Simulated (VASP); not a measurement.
Si3As, 4 atoms in the cell. Symmetry: Im-3m, No. 229, cubic system. The conventional cell has a = 5.151 Å, b = 5.151 Å, c = 5.151 Å, α = 90.00°, β = 90.00°, γ = 90.00°. Within 3.4 Å of Si (site symmetry 4/mmm) lie 4 Si at 2.58 Å and 2 As at 2.58 Å. Within 3.4 Å of As (site symmetry m-3m) lie 6 Si at 2.58 Å. 

```yaml
Program: VASP 6.6.1
Task: single point
Functional: PBE
Potentials_or_basis: VASP PAW PBE potentials, release 64 (Si, As)
Cutoff: 520 eV
k_mesh: 6 × 6 × 6
Occupations: gaussian, width 0.1 eV
Spin: no spin polarisation
Dipole_correction: no
Further_INCAR_settings: ALGO = Normal; EDIFF = 1e-07; NBANDS = 16
```

Potentials or basis: VASP PAW PBE potentials, release 64 (Si, As).

Launch:

```sh
$ cat potpaw_PBE.64/Si/POTCAR potpaw_PBE.64/As/POTCAR > POTCAR
$ mpirun -np 1 vasp_std > vasp.out
```

Hardware: 1 thread of Intel(R) Xeon(R) Platinum 8259CL CPU @ 2.50GHz (Skylake/Cascade Lake), with other jobs on the host.

Question: Estimate the wall time of this run.

Answer: Run time: 15 s on 1 thread of Intel(R) Xeon(R) Platinum 8259CL CPU @ 2.50GHz (Skylake/Cascade Lake), on a shared host, peak memory 0.2 GiB. Counts: scf iterations 12, k points 16.
